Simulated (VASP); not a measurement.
# Be (R-3m) in VASP: notebook

Runs on Be. Level: PBE. Tasks: electric field gradients.

All numbers are computed with VASP 6.6.1; they aren't measurements. Logs are shortened: lines on timing, memory, paths and dates and some standing lists are left out, and cuts for length are marked.

### 1 The cell of the first run

The structure is trigonal, space group R-3m (No. 166). The conventional cell has a = 3.598 Å, b = 3.598 Å, c = 2.105 Å, α = 90.00°, β = 90.00°, γ = 120.00°. Be (site symmetry -3m) has 14 Be at 2.11 to 2.51 Å within 2.8 Å.

### 2 Electric field gradients, PBE (equal xy, yz and zx shear strains of -3 %)

File INCAR:

```
  ALGO = Normal
  EDIFF = 1E-8
  ENCUT = 520
  GGA = PE
  ISIF = 2
  ISMEAR = -1
  LASPH = True
  LCHARG = False
  LEFG = True
  LREAL = False
  LWAVE = False
  NBANDS = 7
  NELM = 100
  PREC = Accurate
  SIGMA = 0.03
```

File KPOINTS:

```
k-points
0
Gamma
  23 23 23
```

File POSCAR:

```
Be
1.0
   -1.2907145798      1.2531209513      1.2531209513
    1.2531209513     -1.2907145798      1.2531209513
    1.2531209513      1.2531209513     -1.2907145798
Be
1
Direct
    0.0000000000      0.0000000000      0.0000000000
```

Potentials or basis: VASP PAW PBE potentials, release 64 (Be).

The run is started by

```bash
> cat potpaw_PBE.64/Be/POTCAR > POTCAR
> mpirun -np 1 vasp_std > vasp.out
```

OUTCAR:

```text
EDIFF = 1E-8
   ENCUT = 520
   GGA = PE
   ISIF = 2
   ISMEAR = -1
   LASPH = True
   LREAL = False
   NELM = 100
   PREC = Accurate

 ion  position               nearest neighbor table
   1  0.000  0.000  0.000-

  LATTYP: Found a trigonal (rhomboedric) cell.
 ALAT       =     2.1923887346
 COS(alpha) =    -0.3463033748

  Lattice vectors:

 A1 = (  -1.2907145798,   1.2531209513,   1.2531209513)
 A2 = (   1.2531209513,  -1.2907145798,   1.2531209513)
 A3 = (   1.2531209513,   1.2531209513,  -1.2907145798)

Analysis of symmetry for initial positions (statically):
=====================================================================
 Subroutine PRICEL returns:
 Original cell was already a primitive cell.

 Routine SETGRP: Setting up the symmetry group for a
 trigonal (rhombohedral) supercell.

 Subroutine GETGRP returns: Found 12 space group operations
 (whereof 12 operations were pure point group operations)
 out of a pool of 12 trial point group operations.

The static configuration has the point symmetry D_3d.

Analysis of symmetry for dynamics (positions and initial velocities):
=====================================================================
 Subroutine PRICEL returns:
 Original cell was already a primitive cell.

 Routine SETGRP: Setting up the symmetry group for a
 trigonal (rhombohedral) supercell.

 Subroutine GETGRP returns: Found 12 space group operations
 (whereof 12 operations were pure point group operations)
 out of a pool of 12 trial point group operations.

The dynamic configuration has the point symmetry D_3d.

 Subroutine INISYM returns: Found 12 space group operations
 (whereof 12 operations are pure point group operations),
 and found     1 'primitive' translations

----------------------------------------------------------------------------------------

                                     Primitive cell

  volume of cell :       7.8658

  direct lattice vectors                    reciprocal lattice vectors
    -1.290714580  1.253120951  1.253120951     0.012157954  0.405265129  0.405265129
     1.253120951 -1.290714580  1.253120951     0.405265129  0.012157954  0.405265129
     1.253120951  1.253120951 -1.290714580     0.405265129  0.405265129  0.012157954

  length of vectors
     2.192388735  2.192388735  2.192388735     0.573260382  0.573260382  0.573260382

  position of ions in fractional coordinates (direct lattice)
     0.000000000  0.000000000  0.000000000

  ion indices of the primitive-cell ions
   primitive index   ion index
                 1           1

----------------------------------------------------------------------------------------

 KPOINTS: k-points

Automatic generation of k-mesh.
 Grid dimensions read from file:
 generate k-points for:   23   23   23

 Generating k-lattice:

  Cartesian coordinates                     Fractional coordinates (reciprocal lattice)
     0.000528607  0.017620223  0.017620223     0.043478261 -0.000000000 -0.000000000
     0.017620223  0.000528607  0.017620223    -0.000000000  0.043478261 -0.000000000
     0.017620223  0.017620223  0.000528607    -0.000000000 -0.000000000  0.043478261

  Length of vectors
     0.024924364  0.024924364  0.024924364

  Shift w.r.t. Gamma in fractional coordinates (k-lattice)
     0.000000000  0.000000000  0.000000000

 Subroutine IBZKPT returns following result:
 ===========================================

 Found   1156 irreducible k-points:

 Following reciprocal coordinates:
            Coordinates               Weight
  0.000000  0.000000  0.000000      1.000000
  0.043478  0.000000  0.000000      6.000000
  0.086957  0.000000  0.000000      6.000000
  0.130435  0.000000  0.000000      6.000000
  0.173913  0.000000  0.000000      6.000000
  0.217391  0.000000  0.000000      6.000000
[... 16 lines left out ...]
  0.478261  0.043478  0.000000     12.000000
 -0.478261  0.043478 -0.000000     12.000000
 [... further k-points ...]
   k-points           NKPTS =   1156   k-points in BZ     NKDIM =   1156   number of bands    NBANDS=      7
   number of dos      NEDOS =    301   number of ions     NIONS =      1
   total plane-waves  NPLWV =   4096
   dimension x,y,z NGX =    16 NGY =   16 NGZ =   16
   dimension x,y,z NGXF=    32 NGYF=   32 NGZF=   32
   ions per type =               1
   NGX,Y,Z   is equivalent  to a cutoff of  12.13, 12.13, 12.13 a.u.
   NGXF,Y,Z  is equivalent  to a cutoff of  24.27, 24.27, 24.27 a.u.
 SYSTEM =  unknown system
   PREC   = accura    normal or accurate (medium, high low for compatibility)
   ISTART =      0    job   : 0-new  1-cont  2-samecut
   ICHARG =      2    charge: 1-file 2-atom 10-const
   ISPIN  =      1    spin polarized calculation?
   LNONCOLLINEAR =      F non collinear calculations
   LSORBIT =      F    spin-orbit coupling
   LASPH  =      T    aspherical Exc in radial PAW
   ENCUT  =  520.0 eV  38.22 Ry    6.18 a.u.   4.08  4.08  4.08*2*pi/ulx,y,z
   NELM   =    100;   NELMIN=  2; NELMDL= -5     # of ELM steps
   EDIFF  = 0.1E-07   stopping-criterion for ELM
   LREAL  =      F    real-space projection
   EDIFFG = 0.1E-06   stopping-criterion for IOM
   NSW    =      0    number of steps for IOM
   IBRION =     -1    ionic relax: 0-MD 1-quasi-New 2-CG
   NFREE  =      0    steps in history (QN), initial steepest desc. (CG)
   ISIF   =      2    stress and relaxation
   ISYM   =      2    0-nonsym 1-usesym 2-fastsym
   POTIM  = 0.5000    time-step for ionic-motion
   TEBEG  =    0.0;   TEEND  =   0.0 temperature during run
   PSTRESS=    0.0 pullay stress
   NELECT =       2.0000    total number of electrons
   NUPDOWN=      -1.0000    fix difference up-down
   EMIN   =  10.00;   EMAX   =-10.00  energy-range for DOS
   EFERMI =   0.00;   METHOD = LEGACY
   ISMEAR =    -1;   SIGMA  =   0.03  broadening in eV -4-tet -1-fermi 0-gaus
   EFERMI_NEDOS =   21; number of points for ismear=-14 and -15
   IALGO  =     38    algorithm
   IMIX   =      4    mixing-type and parameters
     AMIX     =   0.40;   BMIX     =  1.00
     AMIX_MAG =   1.60;   BMIX_MAG =  1.00
  volume/ion in A,a.u.               =       7.87        53.08
  Fermi-wavevector in a.u.,A,eV,Ry     =   1.037140  1.959910 14.635224  1.075659
  Thomas-Fermi vector in A             =   2.171563
   LORBIT       =      0    0 simple, 1 ext, 2 COOP (PROOUT), +10 PAW based schemes
   GGA     = PE    functional components
   LHFCALC =     F    Hartree Fock is set to
   AEXX    =    0.0000 exact exchange contribution
   IVDW    =     0    specifies the selected vdW correction
   LEPSILON=     F    determine dielectric tensor
   LRPA    =     F    only Hartree local field effects (RPA)
 non-spin polarized calculation
  energy-cutoff  :      520.00
  volume of cell :        7.87
 maximum number of plane-waves:       230
   NGX =  9   NGY =  9   NGZ =  9

 number of electron       2.0000000 magnetization

 Free energy of the ion-electron system (eV)
  ---------------------------------------------------
  ext. energy  EPLUGINS =         0.00000000
  ---------------------------------------------------
  free energy    TOTEN  =        -3.65142248 eV

  energy without entropy =       -3.65073679  energy(sigma->0) =       -3.65107964

 E-fermi :   7.9352     XC(G=0): -10.6286

 val. band max:        7.9315716019   @ k =   0.4783   0.4783   0.0435
 cond. band min:       7.9360317756   @ k =   0.4783   0.4783   0.0000
 fundamental gap:      0.0044601737
 Fermi energy:         7.9351723634

 k-point     1 :       0.0000    0.0000    0.0000
  band No.  band energies     occupation
      1      -4.3122      2.00000
      2      26.7480      0.00000
      3      26.7480      0.00000
      4      28.2047      0.00000
      5      38.2040      0.00000
      6      38.2040      0.00000
      7      38.2254      0.00000

 k-point     2 :       0.0435    0.0000    0.0000
  band No.  band energies     occupation
      1      -4.2438      2.00000
      2      26.5244      0.00000
      3      26.6846      0.00000
      4      27.8299      0.00000
      5      37.4120      0.00000
      6      38.0987      0.00000
      7      38.5966      0.00000

 k-point     3 :       0.0870    0.0000    0.0000
  band No.  band energies     occupation
      1      -4.0385      2.00000
      2      25.8984      0.00000
      3      26.4943      0.00000
      4      26.7729      0.00000
      5      36.0399      0.00000
      6      36.3756      0.00000
      7      39.1996      0.00000
[... 191 lines left out ...]
 k-point    23 :       0.4783    0.0435    0.0000
  band No.  band energies     occupation
      1       2.9948      2.00000
      2       8.7163      0.00000
      3      19.6144      0.00000
      4      22.6092      0.00000
      5      28.8729      0.00000
      6      33.8288      0.00000
      7      43.4440      0.00000

 k-point    24 :      -0.4783    0.0435   -0.0000
  band No.  band energies     occupation
      1       2.5610      2.00000
      2       9.3150      0.00000
      3      19.6825      0.00000
      4      22.6097      0.00000
      5      29.0332      0.00000
      6      33.7911      0.00000
      7      42.9409      0.00000

 [... further k-points ...]
[... 5 lines left out ...]
  --------------------------------------------------------------------------------------
  -------------------------------------------------------------------------------------
  Total       -0.0068632     -0.0068632     -0.0068632      0.3172259      0.3172259      0.3172259
  in kB       -1.3979610     -1.3979610     -1.3979610     64.6154587     64.6154587     64.6154587
  external PRESSURE =      -1.3979610 kB  Pullay stress =       0.0000000 kB

 VOLUME and BASIS-vectors are now :
 -----------------------------------------------------------------------------
  energy-cutoff  :      520.00
  volume of cell :        7.87
      direct lattice vectors                 reciprocal lattice vectors
    -1.290714580  1.253120951  1.253120951     0.012157954  0.405265129  0.405265129
     1.253120951 -1.290714580  1.253120951     0.405265129  0.012157954  0.405265129
     1.253120951  1.253120951 -1.290714580     0.405265129  0.405265129  0.012157954

 POSITION                                       TOTAL-FORCE (eV/Angst)
 -----------------------------------------------------------------------------------
      0.00000      0.00000      0.00000        -0.000000      0.000000     -0.000000
 -----------------------------------------------------------------------------------
    total drift:                                0.000000      0.000000      0.000000

  FREE ENERGIE OF THE ION-ELECTRON SYSTEM (eV)
  ---------------------------------------------------
  free  energy   TOTEN  =        -3.6514224812 eV

  energy  without entropy=       -3.6507367909  energy(sigma->0) =       -3.65107964

 Electric field gradients (V/A^2)
---------------------------------------------------------------------
 ion       V_xx      V_yy      V_zz      V_xy      V_xz      V_yz
---------------------------------------------------------------------
   1       0.000     0.000    -0.000    -0.467    -0.467    -0.467
---------------------------------------------------------------------

 Electric field gradients after diagonalization (V/A^2)
 (convention: |V_zz| > |V_xx| > |V_yy|)
----------------------------------------------------------------------
 ion       V_xx      V_yy      V_zz     asymmetry (V_yy - V_xx)/ V_zz
----------------------------------------------------------------------
   1       0.467     0.467    -0.934       0.000
----------------------------------------------------------------------

           NMR quadrupolar parameters

 Cq : quadrupolar parameter    Cq=e*Q*V_zz/h
 eta: asymmetry parameters     (V_yy - V_xx)/ V_zz
 Q  : nuclear electric quadrupole moment in mb (millibarn)
----------------------------------------------------------------------
 ion       Cq(MHz)       eta       Q (mb)
----------------------------------------------------------------------
   1      -0.002       0.000       1.000
----------------------------------------------------------------------
```

Wall time 21 s (1 thread of Intel Xeon 6975P-C, shared host); peak memory 0.16 GiB.

Results:

```
Free energy            : -3.6514 eV
Pressure               : -0.1 GPa
Band gap on the k mesh : zero (band 1 reaches 11.52 eV, above the bottom of band 2 at 6.30 eV)
```

Stress tensor (GPa, compression positive):
```
-0.14  6.46  6.46
 6.46 -0.14  6.46
 6.46  6.46 -0.14
```

Electric field gradients, principal values (V/Å²):
| atom | least | middle | greatest (by size) |
| --- | --- | --- | --- |
| 1 Be | 0.467 | 0.467 | -0.934 |

Caveat: the cell differs from its parent crystal (equal xy, yz and zx shear strains of -3 %); without QUAD_EFG the Cq values of the log hold for a quadrupole moment of 1 mb, not for the nuclei.

[end of part 1 of 2]
